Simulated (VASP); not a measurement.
# HfB2 in VASP: further runs

HfB2 is run at these levels: PBE; tasks: single point.

Everything below comes from runs of VASP 6.6.1. Logs are shortened: lines on timing, memory, paths and dates and some standing lists are left out, and cuts for length are marked.

### Step 1. The cell of the first run

The structure is hexagonal, space group P6/mmm (No. 191). The conventional cell has a = 3.140 Å, b = 3.140 Å, c = 3.480 Å, α = 90.00°, β = 90.00°, γ = 120.00°. Hf (site symmetry 6/mmm) has 12 B at 2.51 Å and 6 Hf at 3.14 Å within 3.3 Å. B (site symmetry -6m2) has 3 B at 1.81 Å within 2.4 Å.

### Step 2. Single point, PBE

INCAR

```
SYSTEM = HfB2
PREC = Accurate
ENCUT = 500
EDIFF = 1E-6
ISMEAR = 0
SIGMA = 0.05
LREAL = .False.
LASPH = .True.
NELM = 120
ALGO = Normal
ISIF = 2
LWAVE = .False.
LCHARG = .False.
GGA = PE
NBANDS = 15
GGA_COMPAT = .False.
```

KPOINTS

```
Automatic mesh
0
Gamma
  12 12 10
  0 0 0
```

POSCAR

```
HfB2
1.0
    3.1400000000      0.0000000000      0.0000000000
   -1.5700000000      2.7193197679      0.0000000000
    0.0000000000      0.0000000000      3.4800000000
Hf B
1 2
Direct
    0.0000000000      0.0000000000      0.0000000000
    0.6666666667      0.3333333333      0.5000000000
    0.3333333333      0.6666666667      0.5000000000
```

Potentials or basis: VASP PAW PBE potentials, release 64 (Hf_pv, B).

Started as:

```
$ cat potpaw_PBE.64/Hf_pv/POTCAR potpaw_PBE.64/B/POTCAR > POTCAR
$ mpirun -np 1 vasp_std > vasp.out
```

OUTCAR:

```text
SYSTEM = HfB2
   PREC = Accurate
   ENCUT = 500
   EDIFF = 1E-6
   ISMEAR = 0
   LREAL = .False.
   LASPH = .True.
   NELM = 120
   ISIF = 2
   GGA = PE

 ion  position               nearest neighbor table
   1  0.000  0.000  0.000-   2 2.51   3 2.51   2 2.51   3 2.51   2 2.51   2 2.51   3 2.51   3 2.51
                             2 2.51   2 2.51   3 2.51   3 2.51
   2  0.667  0.333  0.500-   3 1.81   3 1.81   3 1.81   1 2.51   1 2.51   1 2.51   1 2.51   1 2.51
                             1 2.51
   3  0.333  0.667  0.500-   2 1.81   2 1.81   2 1.81   1 2.51   1 2.51   1 2.51   1 2.51   1 2.51
                             1 2.51

  LATTYP: Found a hexagonal cell.
 ALAT       =     3.1400000000
 C/A-ratio  =     1.1082802548

  Lattice vectors:

 A1 = (   3.1400000000,   0.0000000000,   0.0000000000)
 A2 = (  -1.5700000000,   2.7193197679,   0.0000000000)
 A3 = (   0.0000000000,   0.0000000000,   3.4800000000)

Analysis of symmetry for initial positions (statically):
=====================================================================
 Subroutine PRICEL returns:
 Original cell was already a primitive cell.

 Routine SETGRP: Setting up the symmetry group for a
 hexagonal supercell.

 Subroutine GETGRP returns: Found 24 space group operations
 (whereof 24 operations were pure point group operations)
 out of a pool of 24 trial point group operations.

The static configuration has the point symmetry D_6h.

Analysis of symmetry for dynamics (positions and initial velocities):
=====================================================================
 Subroutine PRICEL returns:
 Original cell was already a primitive cell.

 Routine SETGRP: Setting up the symmetry group for a
 hexagonal supercell.

 Subroutine GETGRP returns: Found 24 space group operations
 (whereof 24 operations were pure point group operations)
 out of a pool of 24 trial point group operations.

The dynamic configuration has the point symmetry D_6h.

 Subroutine INISYM returns: Found 24 space group operations
 (whereof 24 operations are pure point group operations),
 and found     1 'primitive' translations

----------------------------------------------------------------------------------------

                                     Primitive cell

  volume of cell :      29.7146

  direct lattice vectors                    reciprocal lattice vectors
     3.140000000  0.000000000  0.000000000     0.318471338  0.183869512  0.000000000
    -1.570000000  2.719319768  0.000000000     0.000000000  0.367739025  0.000000000
     0.000000000  0.000000000  3.480000000     0.000000000  0.000000000  0.287356322

  length of vectors
[... 94 lines left out ...]
   PSTRESS=    0.0 pullay stress
   NELECT =      16.0000    total number of electrons
   NUPDOWN=      -1.0000    fix difference up-down
   EMIN   =  10.00;   EMAX   =-10.00  energy-range for DOS
   EFERMI =   0.00;   METHOD = LEGACY
   ISMEAR =     0;   SIGMA  =   0.05  broadening in eV -4-tet -1-fermi 0-gaus
   EFERMI_NEDOS =   21; number of points for ismear=-14 and -15
   IALGO  =     38    algorithm
   IMIX   =      4    mixing-type and parameters
     AMIX     =   0.40;   BMIX     =  1.00
     AMIX_MAG =   1.60;   BMIX_MAG =  1.00
  volume/ion in A,a.u.               =       9.90        66.84
  Fermi-wavevector in a.u.,A,eV,Ry     =   1.331860  2.516850 24.134693  1.773850
  Thomas-Fermi vector in A             =   2.460838
   LORBIT       =      0    0 simple, 1 ext, 2 COOP (PROOUT), +10 PAW based schemes
   GGA     = PE    functional components
   LHFCALC =     F    Hartree Fock is set to
   AEXX    =    0.0000 exact exchange contribution
   IVDW    =     0    specifies the selected vdW correction
   LEPSILON=     F    determine dielectric tensor
   LRPA    =     F    only Hartree local field effects (RPA)
 non-spin polarized calculation
 Gauss-broadening in eV      SIGMA  =   0.05
  energy-cutoff  :      500.00
  volume of cell :       29.71
 maximum number of plane-waves:       770
 NGX is ok and might be reduce to    24
   NGX = 11   NGY = 11   NGZ = 13

 number of electron      15.9999998 magnetization

 Free energy of the ion-electron system (eV)
  ---------------------------------------------------
  ext. energy  EPLUGINS =         0.00000000
  ---------------------------------------------------
  free energy    TOTEN  =       -26.40135774 eV

  energy without entropy =      -26.40068782  energy(sigma->0) =      -26.40102278

 E-fermi :   7.8368     XC(G=0): -12.5967

 val. band max:        7.8299609958   @ k =   0.0833   0.0000   0.3000
 cond. band min:       7.8884662790   @ k =   0.0833   0.0833   0.3000
 fundamental gap:      0.0585052832
 Fermi energy:         7.8368340420

 k-point     1 :       0.0000    0.0000    0.0000
  band No.  band energies     occupation
      1     -22.9641      2.00000
      2     -22.4673      2.00000
      3     -22.4673      2.00000
      4      -6.0830      2.00000
      5       4.6670      2.00000
      6       4.7733      2.00000
      7       4.7733      2.00000
      8       4.8895      2.00000
      9      11.6966      0.00000
     10      11.6966      0.00000
     11      12.3313      0.00000
     12      12.3313      0.00000
     13      12.6625      0.00000
     14      12.6625      0.00000
[... 401 lines left out ...]
      2     -22.8883      2.00000
      3     -22.5975      2.00000
      4      -3.8570      2.00000
      5       0.7360      2.00000
      6       3.7632      2.00000
      7       4.2819      2.00000
      8       5.2656      2.00000
      9       9.9083      0.00000
     10      10.7098      0.00000
     11      11.1232      0.00000
     12      12.5837      0.00000
     13      14.2805      0.00000
     14      16.0619      0.00000
     15      18.5996      0.00000

 [... further k-points ...]
[... 5 lines left out ...]
  --------------------------------------------------------------------------------------
  -------------------------------------------------------------------------------------
  Total        0.1671194      0.1671194      0.2110289      0.0000000      0.0000000      0.0000000
  in kB        9.0109047      9.0109047     11.3784577      0.0000000      0.0000000      0.0000000
  external PRESSURE =       9.8000891 kB  Pullay stress =       0.0000000 kB

 VOLUME and BASIS-vectors are now :
 -----------------------------------------------------------------------------
  energy-cutoff  :      500.00
  volume of cell :       29.71
      direct lattice vectors                 reciprocal lattice vectors
     3.140000000  0.000000000  0.000000000     0.318471338  0.183869512  0.000000000
    -1.570000000  2.719319768  0.000000000     0.000000000  0.367739025  0.000000000
     0.000000000  0.000000000  3.480000000     0.000000000  0.000000000  0.287356322

 POSITION                                       TOTAL-FORCE (eV/Angst)
 -----------------------------------------------------------------------------------
      0.00000      0.00000      0.00000        -0.000000     -0.000000      0.000000
      1.57000      0.90644      1.74000        -0.000000      0.000000     -0.000000
     -0.00000      1.81288      1.74000         0.000000     -0.000000      0.000000
 -----------------------------------------------------------------------------------
    total drift:                               -0.000000      0.000000      0.000000

  FREE ENERGIE OF THE ION-ELECTRON SYSTEM (eV)
  ---------------------------------------------------
  free  energy   TOTEN  =       -26.4013577367 eV

  energy  without entropy=      -26.4006878228  energy(sigma->0) =      -26.40102278
```

Run time: 62 s. Hardware: 1 thread of Intel Xeon 8259CL, shared host; peak memory 0.18 GiB.

Results:

| Quantity | Value |
| --- | --- |
| Free energy | -26.4014 eV |
| Pressure | 1.0 GPa |
| Band gap on the k mesh | zero (bands 8 and 9 overlap by 1.31 eV) |

Caveat: spin-orbit coupling is left out, which moves the levels of the heavy elements.

### Step 3. Single point, PBE

INCAR

```
SYSTEM = HfB2
PREC = Accurate ; ENCUT = 500
EDIFF = 1E-6 ; ISMEAR = 0
SIGMA = 0.05 ; LREAL = .FALSE.
LASPH = .TRUE. ; NELM = 120
ALGO = Normal ; ISIF = 2
LWAVE = .FALSE. ; LCHARG = .TRUE.
GGA = PE ; LELF = .TRUE.
LVHAR = .TRUE. ; NBANDS = 15
GGA_COMPAT = .FALSE.
```

KPOINTS

```
Automatic mesh
0
G
  12 12 10
  0 0 0
```

POSCAR, as its differences from that of step 2:

```diff
@@ -9,3 +9,3 @@
     0.0000000000      0.0000000000      0.0000000000
-    0.6666666667      0.3333333333      0.5000000000
+    0.6666666667      0.3333333333      0.5028735632
     0.3333333333      0.6666666667      0.5000000000
```

Potentials or basis: VASP PAW PBE potentials, release 64 (Hf_pv, B).

Started as:

```
$ cat potpaw_PBE.64/Hf_pv/POTCAR potpaw_PBE.64/B/POTCAR > POTCAR
$ mpirun -np 1 vasp_std > vasp.out
```

Wall time 90 s (1 thread of Intel Xeon 8259CL, shared host); peak memory 0.2 GiB.

The run converged. Its results:

```
Free energy            : -26.4009 eV
Pressure               : 1.0 GPa
Largest force          : 0.086 eV/Å
Band gap on the k mesh : zero (bands 8 and 9 overlap by 1.31 eV)
```

Forces in eV/Å, atoms in the order of the input:
```
Hf   0.000  0.000  0.078
B    0.000  0.000 -0.086
B    0.000  0.000  0.008
```

Stress tensor (GPa, compression positive):
```
0.91 0.00 0.00
0.00 0.91 0.00
0.00 0.00 1.15
```

Levels at points of the mesh, in eV from the Fermi level:
```
           k point  band 5  band 6  band 7  band 8  band 9  band 10  band 11  band 12
(0.00, 0.00, 0.00)   -3.17   -3.06   -3.06   -2.94    3.86     3.86     4.50     4.50
(0.50, 0.00, 0.00)   -9.22   -4.29   -3.60   -3.03    1.94     2.56     5.41     5.56
(0.00, 0.00, 0.50)   -8.53   -1.36   -1.36    0.15    0.15     0.84     0.84     2.07
(0.50, 0.00, 0.50)   -7.67   -5.13   -4.87   -2.84    3.84     4.00     6.09     7.03
```

Caveat: spin-orbit coupling is left out, which moves the levels of the heavy elements.

### Step 4. Single point, PBE

INCAR

```
PREC = Accurate
ENCUT = 500
EDIFF = 1E-6
ISMEAR = 0
SIGMA = 0.05
LREAL = False
LASPH = True
NELM = 120
ALGO = Normal
ISIF = 2
LWAVE = False
LCHARG = True
GGA = PE
LELF = True
LVHAR = True
NBANDS = 15
GGA_COMPAT = False
```

KPOINTS

```
Automatic mesh
0
Gamma
  12 12 10
```

POSCAR, as its differences from that of step 3:

```diff
@@ -9,3 +9,3 @@
     0.0000000000      0.0000000000      0.0000000000
-    0.6666666667      0.3333333333      0.5028735632
+    0.6666666667      0.3333333333      0.4971264368
     0.3333333333      0.6666666667      0.5000000000
```

Started as:

```
$ cat potpaw_PBE.64/Hf_pv/POTCAR potpaw_PBE.64/B/POTCAR > POTCAR
$ mpirun -np 1 vasp_std > vasp.out
```

It took 96 s on 1 thread of Intel Xeon 8259CL, shared host; peak memory 0.2 GiB.

The run converged. Its results:

```yaml
Free_energy: -26.4009 eV
Pressure: 1.0 GPa
Largest_force: 0.086 eV/Å
Band_gap_on_the_k_mesh: zero (bands 8 and 9 overlap by 1.31 eV)
```

Forces on the atoms (eV/Å):
```
Hf   0.000  0.000 -0.078
B    0.000  0.000  0.086
B    0.000  0.000 -0.008
```

Stress tensor (GPa, compression positive):
```
0.91 0.00 0.00
0.00 0.91 0.00
0.00 0.00 1.15
```

Levels at points of the mesh, in eV from the Fermi level:
| k point | band 6 | band 7 | band 8 | band 9 | band 10 | band 11 |
| --- | --- | --- | --- | --- | --- | --- |
| (0.00, 0.00, 0.00) | -3.06 | -3.06 | -2.94 | 3.86 | 3.86 | 4.50 |
| (0.50, 0.00, 0.00) | -4.29 | -3.60 | -3.03 | 1.94 | 2.56 | 5.41 |
| (0.00, 0.00, 0.50) | -1.36 | -1.36 | 0.15 | 0.15 | 0.84 | 0.84 |
| (0.50, 0.00, 0.50) | -5.13 | -4.87 | -2.84 | 3.84 | 4.00 | 6.09 |

Caveat: spin-orbit coupling is left out, which moves the levels of the heavy elements.

### Step 5. The runs side by side

| cell | gap on the mesh (eV) | pressure (GPa) | largest force (eV/Å) |
| --- | --- | --- | --- |
| as given, atomic positions A | none | 1.0 | - |
| as given, atomic positions B | none | 1.0 | 0.09 |
| as given, atomic positions C | none | 1.0 | 0.09 |

Alike in all rows: task single point; level PBE; potentials or basis VASP PAW PBE potentials, release 64 (Hf_pv, B); no spin polarisation; k mesh 12 × 12 × 10; cutoff (eV) 500; smearing gaussian 0.05 eV.

Caveats: spin-orbit coupling is left out, which moves the levels of the heavy elements.

Absolute energies hang on the potentials; compare differences alone.

The gap in the log of VASP goes by the Fermi energy; the results here count the filled bands.